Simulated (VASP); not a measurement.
# Cu (I4/mmm) in VASP: notebook

The runs below take Cu through single point, with r2SCAN.

All numbers are computed with VASP 6.6.1; they aren't measurements. Logs are shortened: lines on timing, memory, paths and dates and some standing lists are left out, and cuts for length are marked.

## Step 1: The cell of the first run

The structure is tetragonal, space group I4/mmm (No. 139). The conventional cell has a = 2.925 Å, b = 2.925 Å, c = 2.678 Å, α = 90.00°, β = 90.00°, γ = 90.00°. Within 3.3 Å of Cu (site symmetry 4/mmm) lie 14 Cu at 2.46 to 2.93 Å.

## Step 2: Single point, r2SCAN

File POSCAR:

```
Cu
1.0
   -1.4625600684      1.4625600684      1.3391368546
    1.4625600684     -1.4625600684      1.3391368546
    1.4625600684      1.4625600684     -1.3391368546
Cu
1
Direct
    0.0000000000      0.0000000000      0.0000000000
```

File INCAR.step1:

```
SYSTEM = Cu
PREC = Accurate
ENCUT = 520
ISMEAR = 0
SIGMA = 0.15
LREAL = .False.
LASPH = .True.
NELM = 100
NBANDS = 12
GGA = PE
ALGO = Normal
EDIFF = 1E-4
LWAVE = .True.
LCHARG = .False.
```

File INCAR.step2:

```
SYSTEM = Cu
PREC = Accurate
ENCUT = 520
EDIFF = 1E-6
ISMEAR = 0
SIGMA = 0.15
LREAL = .False.
LASPH = .True.
NELM = 100
ALGO = Normal
ISIF = 2
LWAVE = .False.
LCHARG = .False.
METAGGA = R2SCAN
LMIXTAU = .True.
NBANDS = 12
ISTART = 1
```

File KPOINTS:

```
regular mesh
0
Gamma
  26 26 26
  0 0 0
```

Potentials or basis: VASP PAW PBE potentials, release 64 (Cu).

Started as:

```bash
cat potpaw_PBE.64/Cu/POTCAR > POTCAR
cp INCAR.step1 INCAR
mpirun -np 1 vasp_std > vasp.out
cp INCAR.step2 INCAR
mpirun -np 1 vasp_std > vasp.out
```

OUTCAR:

```text
SYSTEM = Cu
   PREC = Accurate
   ENCUT = 520
   EDIFF = 1E-6
   ISMEAR = 0
   LREAL = .False.
   LASPH = .True.
   NELM = 100
   ISIF = 2
   METAGGA = R2SCAN
   ISTART = 1

 ion  position               nearest neighbor table
   1  0.000  0.000  0.000-

  LATTYP: Found a body centered tetragonal cell.
 ALAT       =     2.9251201368
 C/A-ratio  =     0.9156115250

  Lattice vectors:

 A1 = (  -1.4625600684,   1.4625600684,   1.3391368546)
 A2 = (   1.4625600684,  -1.4625600684,   1.3391368546)
 A3 = (   1.4625600684,   1.4625600684,  -1.3391368546)

Analysis of symmetry for initial positions (statically):
=====================================================================
 Subroutine PRICEL returns:
 Original cell was already a primitive cell.

 Routine SETGRP: Setting up the symmetry group for a
 body centered tetragonal supercell.

 Subroutine GETGRP returns: Found 16 space group operations
 (whereof 16 operations were pure point group operations)
 out of a pool of 16 trial point group operations.

The static configuration has the point symmetry D_4h.

Analysis of symmetry for dynamics (positions and initial velocities):
=====================================================================
 Subroutine PRICEL returns:
 Original cell was already a primitive cell.

 Routine SETGRP: Setting up the symmetry group for a
 body centered tetragonal supercell.

 Subroutine GETGRP returns: Found 16 space group operations
 (whereof 16 operations were pure point group operations)
 out of a pool of 16 trial point group operations.

The dynamic configuration has the point symmetry D_4h.

 Subroutine INISYM returns: Found 16 space group operations
 (whereof 16 operations are pure point group operations),
 and found     1 'primitive' translations

----------------------------------------------------------------------------------------

                                     Primitive cell

  volume of cell :      11.4581

  direct lattice vectors                    reciprocal lattice vectors
    -1.462560068  1.462560068  1.339136855     0.000000000  0.341866301  0.373374833
     1.462560068 -1.462560068  1.339136855     0.341866301  0.000000000  0.373374833
     1.462560068  1.462560068 -1.339136855     0.341866301  0.341866301  0.000000000

  length of vectors
     2.464031538  2.464031538  2.464031538     0.506242367  0.506242367  0.483471959

  position of ions in fractional coordinates (direct lattice)
     0.000000000  0.000000000  0.000000000

  ion indices of the primitive-cell ions
   primitive index   ion index
                 1           1

----------------------------------------------------------------------------------------

 KPOINTS: regular mesh

Automatic generation of k-mesh.
 Grid dimensions read from file:
 generate k-points for:   26   26   26

 Generating k-lattice:

  Cartesian coordinates                     Fractional coordinates (reciprocal lattice)
     0.000000000  0.013148704  0.014360571     0.038461538  0.000000000 -0.000000000
     0.013148704  0.000000000  0.014360571     0.000000000  0.038461538 -0.000000000
     0.013148704  0.013148704  0.000000000     0.000000000  0.000000000  0.038461538

  Length of vectors
     0.019470860  0.019470860  0.018595075

  Shift w.r.t. Gamma in fractional coordinates (k-lattice)
     0.000000000  0.000000000  0.000000000

 Subroutine IBZKPT returns following result:
 ===========================================

 Found   1330 irreducible k-points:

 Following reciprocal coordinates:
            Coordinates               Weight
  0.000000  0.000000  0.000000      1.000000
  0.038462 -0.000000  0.000000      8.000000
  0.076923 -0.000000  0.000000      8.000000
  0.115385 -0.000000  0.000000      8.000000
  0.153846 -0.000000  0.000000      8.000000
  0.192308  0.000000  0.000000      8.000000
[... 16 lines left out ...]
  0.346154  0.038462  0.000000     16.000000
  0.384615  0.038462  0.000000     16.000000
 [... further k-points ...]
   k-points           NKPTS =   1330   k-points in BZ     NKDIM =   1330   number of bands    NBANDS=     12
   number of dos      NEDOS =    301   number of ions     NIONS =      1
   total plane-waves  NPLWV =   5832
   dimension x,y,z NGX =    18 NGY =   18 NGZ =   18
   dimension x,y,z NGXF=    36 NGYF=   36 NGZF=   36
   ions per type =               1
   NGX,Y,Z   is equivalent  to a cutoff of  12.14, 12.14, 12.14 a.u.
   NGXF,Y,Z  is equivalent  to a cutoff of  24.29, 24.29, 24.29 a.u.
 SYSTEM =  Cu
   PREC   = accura    normal or accurate (medium, high low for compatibility)
   ISTART =      1    job   : 0-new  1-cont  2-samecut
   ICHARG =      0    charge: 1-file 2-atom 10-const
   ISPIN  =      1    spin polarized calculation?
   LNONCOLLINEAR =      F non collinear calculations
   LSORBIT =      F    spin-orbit coupling
   LASPH  =      T    aspherical Exc in radial PAW
   ENCUT  =  520.0 eV  38.22 Ry    6.18 a.u.   4.58  4.58  4.58*2*pi/ulx,y,z
   NELM   =    100;   NELMIN=  2; NELMDL=  0     # of ELM steps
   EDIFF  = 0.1E-05   stopping-criterion for ELM
   LREAL  =      F    real-space projection
   EDIFFG = 0.1E-04   stopping-criterion for IOM
   NSW    =      0    number of steps for IOM
   IBRION =     -1    ionic relax: 0-MD 1-quasi-New 2-CG
   NFREE  =      0    steps in history (QN), initial steepest desc. (CG)
   ISIF   =      2    stress and relaxation
   ISYM   =      2    0-nonsym 1-usesym 2-fastsym
   POTIM  = 0.5000    time-step for ionic-motion
   TEBEG  =    0.0;   TEEND  =   0.0 temperature during run
   PSTRESS=    0.0 pullay stress
   NELECT =      11.0000    total number of electrons
   NUPDOWN=      -1.0000    fix difference up-down
   EMIN   =  10.00;   EMAX   =-10.00  energy-range for DOS
   EFERMI =   0.00;   METHOD = LEGACY
   ISMEAR =     0;   SIGMA  =   0.15  broadening in eV -4-tet -1-fermi 0-gaus
   EFERMI_NEDOS =   21; number of points for ismear=-14 and -15
   IALGO  =     38    algorithm
   IMIX   =      4    mixing-type and parameters
     AMIX     =   0.40;   BMIX     =  1.00
     AMIX_MAG =   1.60;   BMIX_MAG =  1.00
  volume/ion in A,a.u.               =      11.46        77.32
  Fermi-wavevector in a.u.,A,eV,Ry     =   1.614984  3.051878 35.486359  2.608174
  Thomas-Fermi vector in A             =   2.709805
   LORBIT       =      0    0 simple, 1 ext, 2 COOP (PROOUT), +10 PAW based schemes
   METAGGA = R2SCAN    functional components
   LHFCALC =     F    Hartree Fock is set to
   AEXX    =    0.0000 exact exchange contribution
   IVDW    =     0    specifies the selected vdW correction
   LEPSILON=     F    determine dielectric tensor
   LRPA    =     F    only Hartree local field effects (RPA)
 non-spin polarized calculation
 Gauss-broadening in eV      SIGMA  =   0.15
  energy-cutoff  :      520.00
  volume of cell :       11.46
 maximum number of plane-waves:       321
   NGX =  9   NGY =  9   NGZ =  9

 number of electron      11.0000020 magnetization

 Free energy of the ion-electron system (eV)
  ---------------------------------------------------
  ext. energy  EPLUGINS =         0.00000000
  ---------------------------------------------------
  free energy    TOTEN  =       -10.79139820 eV

  energy without entropy =      -10.78728542  energy(sigma->0) =      -10.78934181

 E-fermi :   7.7800     XC(G=0): -13.9514

 val. band max:        7.7785172725   @ k =  -0.3846   0.3846   0.2308
 cond. band min:       7.7812685321   @ k =   0.5000   0.1538   0.1154
 fundamental gap:      0.0027512595
 Fermi energy:         7.7800431511

 k-point     1 :       0.0000    0.0000    0.0000
  band No.  band energies     occupation
      1      -2.1299      2.00000
      2       4.2361      2.00000
      3       4.6088      2.00000
      4       4.6090      2.00000
      5       5.2820      2.00000
      6       5.6751      2.00000
      7      33.0238      0.00000
      8      33.0238      0.00000
      9      35.7358      0.00000
     10      37.2735      0.00000
     11      37.4611      0.00000
     12      38.1406      0.00000

 k-point     2 :       0.0385   -0.0000    0.0000
  band No.  band energies     occupation
      1      -2.0671      2.00000
      2       4.2437      2.00000
      3       4.6062      2.00000
      4       4.6117      2.00000
      5       5.2846      2.00000
      6       5.6651      2.00000
      7      32.7422      0.00000
      8      32.8296      0.00000
      9      35.0882      0.00000
     10      36.8187      0.00000
     11      37.2839      0.00000
     12      37.4713      0.00000

 k-point     3 :       0.0769   -0.0000    0.0000
  band No.  band energies     occupation
      1      -1.8797      2.00000
      2       4.2555      2.00000
      3       4.5961      2.00000
      4       4.6311      2.00000
      5       5.2936      2.00000
      6       5.6379      2.00000
      7      31.8967      0.00000
      8      32.3484      0.00000
      9      33.5188      0.00000
     10      35.6975      0.00000
     11      36.5675      0.00000
     12      37.2662      0.00000

 k-point     4 :       0.1154   -0.0000    0.0000
  band No.  band energies     occupation
      1      -1.5710      2.00000
      2       4.2448      2.00000
      3       4.5742      2.00000
      4       4.6937      2.00000
      5       5.3117      2.00000
      6       5.6007      2.00000
      7      30.3542      0.00000
      8      31.7325      0.00000
      9      32.0431      0.00000
     10      34.4734      0.00000
     11      35.7826      0.00000
     12      37.4410      0.00000

 k-point     5 :       0.1538   -0.0000    0.0000
  band No.  band energies     occupation
      1      -1.1474      2.00000
      2       4.1972      2.00000
      3       4.5375      2.00000
      4       4.8136      2.00000
      5       5.3419      2.00000
      6       5.5629      2.00000
      7      28.3029      0.00000
      8      30.9070      0.00000
      9      31.0558      0.00000
     10      33.3224      0.00000
     11      35.0749      0.00000
     12      37.8373      0.00000
[... 228 lines left out ...]
      1       1.0469      2.00000
      2       3.8786      2.00000
      3       4.4726      2.00000
      4       5.4335      2.00000
      5       5.5486      2.00000
      6       5.6323      2.00000
      7      20.7507      0.00000
      8      27.3514      0.00000
      9      28.1986      0.00000
     10      30.9370      0.00000
     11      33.6983      0.00000
     12      39.1395      0.00000

 k-point    22 :       0.3077    0.0385    0.0000
  band No.  band energies     occupation
      1       1.6397      2.00000
      2       3.7842      2.00000
      3       4.6717      2.00000
      4       5.4456      2.00000
      5       5.6981      2.00000
      6       5.7914      2.00000
      7      18.7747      0.00000
      8      26.6762      0.00000
      9      27.3763      0.00000
     10      30.6111      0.00000
     11      33.4905      0.00000
     12      39.8315      0.00000

 k-point    23 :       0.3462    0.0385    0.0000
  band No.  band energies     occupation
      1       2.0681      2.00000
      2       3.7016      2.00000
      3       5.0561      2.00000
      4       5.4900      2.00000
      5       5.7671      2.00000
      6       6.0424      2.00000
      7      16.9267      0.00000
      8      26.0986      0.00000
      9      26.7011      0.00000
     10      30.3627      0.00000
     11      33.3553      0.00000
     12      40.5259      0.00000

 k-point    24 :       0.3846    0.0385    0.0000
  band No.  band energies     occupation
      1       2.3057      2.00000
      2       3.6358      2.00000
      3       5.3546      2.00000
      4       5.6800      2.00000
      5       5.8772      2.00000
      6       6.3871      2.00000
      7      15.2578      0.00000
      8      25.6278      0.00000
      9      26.1933      0.00000
     10      30.1873      0.00000
     11      33.2786      0.00000
     12      41.2026      0.00000

 [... further k-points ...]
[... 5 lines left out ...]
  --------------------------------------------------------------------------------------
  -------------------------------------------------------------------------------------
  Total        0.0551503      0.0551503      0.1158216      0.0000000      0.0000000      0.0000000
  in kB        7.7116235      7.7116235     16.1952595      0.0000000      0.0000000      0.0000000
  external PRESSURE =      10.5395021 kB  Pullay stress =       0.0000000 kB

 VOLUME and BASIS-vectors are now :
 -----------------------------------------------------------------------------
  energy-cutoff  :      520.00
  volume of cell :       11.46
      direct lattice vectors                 reciprocal lattice vectors
    -1.462560068  1.462560068  1.339136855     0.000000000  0.341866301  0.373374833
     1.462560068 -1.462560068  1.339136855     0.341866301  0.000000000  0.373374833
     1.462560068  1.462560068 -1.339136855     0.341866301  0.341866301  0.000000000

 POSITION                                       TOTAL-FORCE (eV/Angst)
 -----------------------------------------------------------------------------------
      0.00000      0.00000      0.00000         0.000000      0.000000     -0.000000
 -----------------------------------------------------------------------------------
    total drift:                                0.000000      0.000000      0.000000

  FREE ENERGIE OF THE ION-ELECTRON SYSTEM (eV)
  ---------------------------------------------------
  free  energy   TOTEN  =       -10.7913981973 eV

  energy  without entropy=      -10.7872854169  energy(sigma->0) =      -10.78934181
```

It took 4.3 min on 1 thread of Intel Xeon 6975P-C (Granite Rapids), shared host; peak memory 0.27 GiB.

Results:

```yaml
Free_energy: -10.7914 eV
Pressure: 1.1 GPa
Band_gap_on_the_k_mesh: zero (an odd number of electrons rules out a gap without spin polarisation)
```

Stress tensor (GPa, compression positive):
```
0.77 0.00 0.00
0.00 0.77 0.00
0.00 0.00 1.62
```

Caveat: the PAW data sets were made with another functional, which shifts forces and pressure a little.

## Step 3: Single point, r2SCAN

File POSCAR:

```
Cu
1.0
   -1.5542019896      1.5542019896      1.1858710449
    1.5542019896     -1.5542019896      1.1858710449
    1.5542019896      1.5542019896     -1.1858710449
Cu
1
Direct
    0.0000000000      0.0000000000      0.0000000000
```

File INCAR.step1:

```
SYSTEM = Cu
ALGO     = Normal         ! electronic algorithm
EDIFF    = 1E-4           ! SCF threshold, eV
ENCUT    = 520            ! plane-wave cutoff, eV
GGA      = PE             ! functional
ISMEAR   = 0              ! smearing method
LASPH    = .True.         ! aspherical terms in the spheres
LCHARG   = .False.        ! write CHGCAR
LREAL    = .False.        ! projectors in reciprocal space
LWAVE    = .True.         ! write WAVECAR
NBANDS   = 12             ! bands
NELM     = 80             ! most SCF steps
PREC     = Accurate       ! precision mode
SIGMA    = 0.15           ! smearing width, eV
```

File INCAR.step2:

```
SYSTEM = Cu
ALGO     = Normal         ! electronic algorithm
EDIFF    = 1E-6           ! SCF threshold, eV
ENCUT    = 520            ! plane-wave cutoff, eV
ISIF     = 2              ! what is computed and relaxed
ISMEAR   = 0              ! smearing method
ISTART   = 1            
LASPH    = .True.         ! aspherical terms in the spheres
LCHARG   = .False.        ! write CHGCAR
LMIXTAU  = .True.       
LREAL    = .False.        ! projectors in reciprocal space
LWAVE    = .False.        ! write WAVECAR
METAGGA  = R2SCAN         ! meta-GGA
NBANDS   = 12             ! bands
NELM     = 80             ! most SCF steps
PREC     = Accurate       ! precision mode
SIGMA    = 0.15           ! smearing width, eV
```

File KPOINTS:

```
k-points
0
Gamma
  26 26 26
  0 0 0
```

Potentials or basis: VASP PAW PBE potentials, release 64 (Cu).

Started as:

```bash
cat potpaw_PBE.64/Cu/POTCAR > POTCAR
cp INCAR.step1 INCAR
mpirun -np 1 vasp_std > vasp.out
cp INCAR.step2 INCAR
mpirun -np 1 vasp_std > vasp.out
```

It took 5.4 min on 1 thread of Intel Xeon 6975P-C (Granite Rapids), shared host; peak memory 0.28 GiB.

Results (log left out):

- Free energy: -10.7177 eV
- Pressure: 5.2 GPa
- Band gap on the k mesh: zero (an odd number of electrons rules out a gap without spin polarisation)

Stress tensor (GPa, compression positive):
```
-2.09  0.00  0.00
 0.00 -2.09  0.00
 0.00  0.00 19.83
```

Levels at points of the mesh, in eV from the Fermi level:
```tsv
k point	band 3	band 4	band 5	band 6	band 7	band 8	band 9	band 10
(0.00, 0.00, 0.00)	-3.36	-2.75	-2.75	-1.98	21.74	21.74	25.55	27.45
(0.50, 0.00, 0.00)	-2.47	-1.68	-1.58	0.39	6.26	16.74	16.78	20.84
(0.50, 0.50, 0.00)	-3.04	-2.50	-1.98	-1.63	2.87	24.29	25.91	28.61
(0.50, 0.50, 0.50)	-1.74	-1.74	-1.52	5.45	5.45	11.64	12.09	17.46
```

Caveat: the stress differs along the axes, from -2 to 20 GPa; the PAW data sets were made with another functional, which shifts forces and pressure a little.

## Step 4: Single point, r2SCAN

File POSCAR:

```
Cu
1.0
   -1.3219742793      1.3219742793      1.6391034913
    1.3219742793     -1.3219742793      1.6391034913
    1.3219742793      1.3219742793     -1.6391034913
Cu
1
Direct
    0.0000000000      0.0000000000      0.0000000000
```

File INCAR.step1:

```
  PREC = Accurate
  ENCUT = 520
  ISMEAR = 0
  SIGMA = 0.15
  LREAL = False
  LASPH = True
  NELM = 80
  NBANDS = 12
  GGA = PE
  ALGO = Normal
  EDIFF = 1E-4
  LWAVE = True
  LCHARG = False
```

File INCAR.step2:

```
  PREC = Accurate
  ENCUT = 520
  EDIFF = 1E-7
  ISMEAR = 0
  SIGMA = 0.15
  LREAL = False
  LASPH = True
  NELM = 80
  ALGO = Normal
  ISIF = 2
  LWAVE = False
  LCHARG = False
  METAGGA = R2SCAN
  LMIXTAU = True
  NBANDS = 12
  ISTART = 1
```

File KPOINTS:

```
regular mesh
0
Gamma
  26 26 26
```

Started as:

```bash
cat potpaw_PBE.64/Cu/POTCAR > POTCAR
cp INCAR.step1 INCAR
mpirun -np 1 vasp_std > vasp.out
cp INCAR.step2 INCAR
mpirun -np 1 vasp_std > vasp.out
```

Run time: 4.9 min. Hardware: 1 thread of Intel Xeon 6975P-C (Granite Rapids), shared host; peak memory 0.27 GiB.

The run converged. Its results:

- Free energy: -10.8128 eV
- Pressure: 0.8 GPa
- Band gap on the k mesh: zero (an odd number of electrons rules out a gap without spin polarisation)

Stress tensor (GPa, compression positive):
```
-0.37  0.00  0.00
 0.00 -0.37  0.00
 0.00  0.00  3.08
```

Levels at points of the mesh, in eV from the Fermi level:
```
           k point  band 4  band 5  band 6  band 7  band 8  band 9
(0.00, 0.00, 0.00)   -2.81   -2.72   -2.14   24.01   26.77   26.77
(0.50, 0.00, 0.00)   -1.92   -1.62   -1.07    4.22   20.77   21.54
(0.50, 0.50, 0.00)   -1.83   -1.46    0.62    6.49   15.34   15.38
(0.50, 0.50, 0.50)   -1.58   -1.58    3.86   10.17   11.89   11.89
```

Caveat: the PAW data sets were made with another functional, which shifts forces and pressure a little.

## Step 5: Summary

```tsv
cell	gap on the mesh (eV)	pressure (GPa)
a = 2.464 Å, angles 107.2, 107.2, 114.2°, 1 atom	none	1.1
a = 2.497 Å, angles 103.0, 103.0, 123.3°, 1 atom	none	5.2
a = 2.486 Å, angles 115.8, 115.8, 97.5°, 1 atom	none	0.8
```

Alike in all rows: task single point; level r2SCAN; potentials or basis VASP PAW PBE potentials, release 64 (Cu); no spin polarisation; k mesh 26 × 26 × 26; cutoff (eV) 520; smearing gaussian 0.15 eV.

Caveats: the PAW data sets were made with another functional, which shifts forces and pressure a little; the stress differs along the axes, from -2 to 20 GPa (at least some runs).

Absolute energies hang on the potentials; compare differences alone.

The gap in the log of VASP goes by the Fermi energy; the results here count the filled bands.